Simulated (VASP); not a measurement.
# Sn (I4_1/amd) in VASP: a series of runs

The runs below take Sn through single point, with PBEsol.

Everything below comes from runs of VASP 6.6.1. Logs are shortened: lines on timing, memory, paths and dates and some standing lists are left out, and cuts for length are marked.

**1. The cell of the first run**

The structure is tetragonal, space group I4_1/amd (No. 141). The conventional cell has a = 4.590 Å, b = 4.590 Å, c = 6.361 Å, α = 90.00°, β = 90.00°, γ = 90.00°. Within 3.7 Å of Sn (site symmetry -4m2) lie 4 Sn at 2.79 Å.

**2. Single point, PBEsol (zz strain of -2 %)**

File INCAR:

```
SYSTEM = Sn
PREC = Accurate
ENCUT = 520
EDIFF = 1E-7
ISMEAR = -1
SIGMA = 0.05
LREAL = .False.
LASPH = .True.
NELM = 60
ALGO = Normal
ISIF = 2
LWAVE = .False.
LCHARG = .False.
GGA = PS
NBANDS = 21
```

File KPOINTS:

```
Automatic mesh
0
Gamma
  11 11 11
  0 0 0
```

File POSCAR:

```
Sn
1.0
    0.0000000000      3.2456000000      3.1806880000
    3.2456000000      0.0000000000      3.1806880000
    3.2456000000      3.2456000000      0.0000000000
Sn
2
Direct
    0.5000000000      0.5000000000      0.5000000000
    0.7500000000      0.7500000000      0.7500000000
```

Potentials or basis: VASP PAW PBE potentials, release 64 (Sn_d).

Run with:

```sh
$ cat potpaw_PBE.64/Sn_d/POTCAR > POTCAR
$ mpirun -np 1 vasp_std > vasp.out
```

OUTCAR:

```text
SYSTEM = Sn
   PREC = Accurate
   ENCUT = 520
   EDIFF = 1E-7
   ISMEAR = -1
   LREAL = .False.
   LASPH = .True.
   NELM = 60
   ISIF = 2
   GGA = PS

 ion  position               nearest neighbor table
   1  0.500  0.500  0.500-   2 2.79   2 2.79   2 2.79   2 2.79
   2  0.750  0.750  0.750-   1 2.79   1 2.79   1 2.79   1 2.79

  LATTYP: Found a body centered tetragonal cell.
 ALAT       =     4.5899715380
 C/A-ratio  =     1.3859292911

  Lattice vectors:

 A1 = (   0.0000000000,  -3.2456000000,  -3.1806880000)
 A2 = (   0.0000000000,   3.2456000000,  -3.1806880000)
 A3 = (   3.2456000000,   0.0000000000,   3.1806880000)

Analysis of symmetry for initial positions (statically):
=====================================================================
 Subroutine PRICEL returns:
 Original cell was already a primitive cell.

 Routine SETGRP: Setting up the symmetry group for a
 body centered tetragonal supercell.

 Subroutine GETGRP returns: Found 16 space group operations
 (whereof  8 operations were pure point group operations)
 out of a pool of 16 trial point group operations.

The static configuration has the point symmetry D_2d.
 The point group associated with its full space group is D_4h.

Analysis of symmetry for dynamics (positions and initial velocities):
=====================================================================
 Subroutine PRICEL returns:
 Original cell was already a primitive cell.

 Routine SETGRP: Setting up the symmetry group for a
 body centered tetragonal supercell.

 Subroutine GETGRP returns: Found 16 space group operations
 (whereof  8 operations were pure point group operations)
 out of a pool of 16 trial point group operations.

The dynamic configuration has the point symmetry D_2d.
 The point group associated with its full space group is D_4h.

 Subroutine INISYM returns: Found 16 space group operations
 (whereof  8 operations are pure point group operations),
 and found     1 'primitive' translations

----------------------------------------------------------------------------------------

                                     Primitive cell

  volume of cell :      67.0102

  direct lattice vectors                    reciprocal lattice vectors
     0.000000000  3.245600000  3.180688000    -0.154054720  0.154054720  0.157198694
     3.245600000  0.000000000  3.180688000     0.154054720 -0.154054720  0.157198694
[... 82 lines left out ...]
   LASPH  =      T    aspherical Exc in radial PAW
   ENCUT  =  520.0 eV  38.22 Ry    6.18 a.u.   8.45  8.45  8.53*2*pi/ulx,y,z
   NELM   =     60;   NELMIN=  2; NELMDL= -5     # of ELM steps
   EDIFF  = 0.1E-06   stopping-criterion for ELM
   LREAL  =      F    real-space projection
   EDIFFG = 0.1E-05   stopping-criterion for IOM
   NSW    =      0    number of steps for IOM
   IBRION =     -1    ionic relax: 0-MD 1-quasi-New 2-CG
   NFREE  =      0    steps in history (QN), initial steepest desc. (CG)
   ISIF   =      2    stress and relaxation
   ISYM   =      2    0-nonsym 1-usesym 2-fastsym
   POTIM  = 0.5000    time-step for ionic-motion
   TEBEG  =    0.0;   TEEND  =   0.0 temperature during run
   PSTRESS=    0.0 pullay stress
   NELECT =      28.0000    total number of electrons
   NUPDOWN=      -1.0000    fix difference up-down
   EMIN   =  10.00;   EMAX   =-10.00  energy-range for DOS
   EFERMI =   0.00;   METHOD = LEGACY
   ISMEAR =    -1;   SIGMA  =   0.05  broadening in eV -4-tet -1-fermi 0-gaus
   EFERMI_NEDOS =   21; number of points for ismear=-14 and -15
   IALGO  =     38    algorithm
   IMIX   =      4    mixing-type and parameters
     AMIX     =   0.40;   BMIX     =  1.00
     AMIX_MAG =   1.60;   BMIX_MAG =  1.00
  volume/ion in A,a.u.               =      33.51       226.10
  Fermi-wavevector in a.u.,A,eV,Ry     =   1.223903  2.312842 20.380706  1.497940
  Thomas-Fermi vector in A             =   2.358997
   LORBIT       =      0    0 simple, 1 ext, 2 COOP (PROOUT), +10 PAW based schemes
   GGA     = PS    functional components
   LHFCALC =     F    Hartree Fock is set to
   AEXX    =    0.0000 exact exchange contribution
   IVDW    =     0    specifies the selected vdW correction
   LEPSILON=     F    determine dielectric tensor
   LRPA    =     F    only Hartree local field effects (RPA)
 non-spin polarized calculation
  energy-cutoff  :      520.00
  volume of cell :       67.01
 maximum number of plane-waves:      1834
 NGX is ok and might be reduce to    36
   NGX = 17   NGY = 17   NGZ = 17

 number of electron      28.0000008 magnetization

 Free energy of the ion-electron system (eV)
  ---------------------------------------------------
  ext. energy  EPLUGINS =         0.00000000
  ---------------------------------------------------
  free energy    TOTEN  =        -8.44665936 eV

  energy without entropy =       -8.44500595  energy(sigma->0) =       -8.44583266

 E-fermi :   5.6995     XC(G=0):  -9.1519

 val. band max:        5.6805539092   @ k =   0.4545  -0.0000   0.0000
 cond. band min:       5.7380680813   @ k =   0.0000   0.0000   0.0000
 fundamental gap:      0.0575141720
 Fermi energy:         5.6994978117

 k-point     1 :       0.0000    0.0000    0.0000
  band No.  band energies     occupation
      1     -15.9488      2.00000
      2     -15.9399      2.00000
      3     -15.9399      2.00000
      4     -15.8815      2.00000
      5     -15.8778      2.00000
      6     -15.5561      2.00000
[... 565 lines left out ...]
     20      13.3007      0.00000
     21      13.5210      0.00000

 [... further k-points ...]

------------------------ aborting loop because EDIFF is reached ----------------------------------------

  FORCE on cell =-STRESS in cart. coord.  units (eV):
  Direction    XX          YY          ZZ          XY          YZ          ZX
  --------------------------------------------------------------------------------------
  -------------------------------------------------------------------------------------
  Total        0.7107672      0.7107672      0.9558919      0.0000000      0.0000000      0.0000000
  in kB       16.9940509     16.9940509     22.8548465      0.0000000      0.0000000      0.0000000
  external PRESSURE =      18.9476494 kB  Pullay stress =       0.0000000 kB

 VOLUME and BASIS-vectors are now :
 -----------------------------------------------------------------------------
  energy-cutoff  :      520.00
  volume of cell :       67.01
      direct lattice vectors                 reciprocal lattice vectors
     0.000000000  3.245600000  3.180688000    -0.154054720  0.154054720  0.157198694
     3.245600000  0.000000000  3.180688000     0.154054720 -0.154054720  0.157198694
     3.245600000  3.245600000  0.000000000     0.154054720  0.154054720 -0.157198694

 POSITION                                       TOTAL-FORCE (eV/Angst)
 -----------------------------------------------------------------------------------
      3.24560      3.24560      3.18069         0.000000      0.000000     -0.000000
      4.86840      4.86840      4.77103        -0.000000     -0.000000      0.000000
 -----------------------------------------------------------------------------------
    total drift:                                0.000000      0.000000      0.000000

  FREE ENERGIE OF THE ION-ELECTRON SYSTEM (eV)
  ---------------------------------------------------
  free  energy   TOTEN  =        -8.4466593596 eV

  energy  without entropy=       -8.4450059549  energy(sigma->0) =       -8.44583266
```

OSZICAR:

```text
N       E                     dE             d eps       ncg     rms          rms(c)
DAV:   1     0.230220807408E+03    0.23022E+03   -0.14833E+04  5347   0.195E+03
DAV:   2     0.167285011678E+02   -0.21349E+03   -0.20874E+03  5327   0.451E+02
DAV:   3    -0.774013781182E+01   -0.24469E+02   -0.24331E+02  6177   0.141E+02
DAV:   4    -0.853070684430E+01   -0.79057E+00   -0.79020E+00  6082   0.286E+01
DAV:   5    -0.855785566580E+01   -0.27149E-01   -0.27148E-01  7618   0.516E+00    0.337E+00
DAV:   6    -0.848186608116E+01    0.75990E-01   -0.42292E-02  7250   0.267E+00    0.191E+00
DAV:   7    -0.844541793297E+01    0.36448E-01   -0.56305E-02  6501   0.257E+00    0.167E-01
DAV:   8    -0.844640404330E+01   -0.98611E-03   -0.73356E-03  5907   0.100E+00    0.542E-02
DAV:   9    -0.844665296481E+01   -0.24892E-03   -0.38857E-04  6849   0.167E-01    0.114E-02
DAV:  10    -0.844665804035E+01   -0.50755E-05   -0.14414E-05  6600   0.302E-02    0.535E-03
DAV:  11    -0.844665944496E+01   -0.14046E-05   -0.26228E-06  5995   0.106E-02    0.580E-04
DAV:  12    -0.844665935961E+01    0.85347E-07   -0.15824E-07  5245   0.434E-03
   1 F= -.84466594E+01 E0= -.84458327E+01  d E =-.165340E-02
```

It took 66 s on 1 thread of Intel Xeon 6975P-C (Granite Rapids), shared host; peak memory 0.29 GiB.

Results:

```yaml
Free_energy: -8.4467 eV
Pressure: 1.9 GPa
Band_gap_on_the_k_mesh: zero (band 14 reaches 5.74 eV, above the bottom of band 15 at 5.68 eV)
```

Caveat: the cell differs from its parent crystal (zz strain of -2 %); the PAW data sets were made with another functional, which shifts forces and pressure a little; spin-orbit coupling is left out, which moves the levels of the heavy elements.

(Part 1 of 2 ends here.)
